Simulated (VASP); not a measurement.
Wanted: the native input for a VASP 6.6.1 run.

```yaml
Task: single point
Functional: PBE
Potentials_or_basis: VASP PAW PBE potentials, release 64 (B, C)
Cutoff: 520 eV
k_mesh: 18 × 18 × 8
Occupations: gaussian, width 0.01 eV
Spin: no spin polarisation
Dipole_correction: no
Further_INCAR_settings: ALGO = Normal; EDIFF = 1e-07; NBANDS = 17
```

The structure of B2C3 lies in POSCAR:

```
B2C3
1.0
    2.6028908429      0.0000000000      0.0000000000
   -1.3014454214      2.2541695932      0.0000000000
    0.0000000000      0.0000000000      5.2304259056
B C
2 3
Direct
    0.6666666667      0.3333333333      0.8525207686
    0.3333333333      0.6666666667      0.1474792314
    0.6666666667      0.3333333333      0.5488902590
    0.3333333333      0.6666666667      0.4511097410
    0.0000000000      0.0000000000      0.0000000000
```

The cell was built from a structure type or drawn by symmetry, and may not be a known phase.

These files were run (other wordings do the same):

INCAR

```
SYSTEM = B2C3
ALGO = Normal
EDIFF = 1E-7
ENCUT = 520
GGA = PE
ISIF = 2
ISMEAR = 0
LASPH = .True.
LCHARG = .False.
LREAL = .False.
LWAVE = .False.
NBANDS = 17
NELM = 60
PREC = Accurate
SIGMA = 0.01
```

KPOINTS

```
k-points
0
Gamma
  18 18 8
  0 0 0
```

Potentials or basis: VASP PAW PBE potentials, release 64 (B, C).

Run with:

```console
$ cat potpaw_PBE.64/B/POTCAR potpaw_PBE.64/C/POTCAR > POTCAR
$ mpirun -np 1 vasp_std > vasp.out
```

Results of the run:

```yaml
Pressure: 0.2 GPa
Largest_force: 0.008 eV/Å
Band_gap_on_the_k_mesh: 0.13 eV (least direct gap 1.65 eV)
```

Wall time 71 s on 1 thread of Intel(R) Xeon(R) 6975P-C (Granite Rapids), with other jobs on the host, peak memory 0.22 GiB.
